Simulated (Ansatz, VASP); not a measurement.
# One calculation of Mo, two programs

```
Mo
1.0
     0.00000    2.26187    1.59915
     2.26187    0.00000    1.59915
     2.26187    2.26187    0.00000
Mo
1
Direct
  0.00000 0.00000 0.00000
```

Alike in both runs: task single point; functional LDA; k mesh 22 × 22 × 22; occupations gaussian, width 0.15 eV; no spin polarisation.

```csv
,VASP,Ansatz
version,VASP 6.6.1,Ansatz 0.2.0
potentials or method,"VASP PAW LDA potentials, release 64 (Mo_sv), cutoff 520 eV","scalar-relativistic, plane waves, PAW"
valence electrons in the cell,14,14
```

|  | VASP | Ansatz | Ansatz less VASP |
| --- | --- | --- | --- |
| gap on the k mesh at the Fermi level (eV) | none | none | - |
| pressure (GPa) | -19.4 | -20.3 | -0.90 |

LDA's correlation is that of Perdew and Zunger in VASP and of Perdew and Wang (1992) in Ansatz. A gap of «none» marks a metal or a gap that the smearing closes.
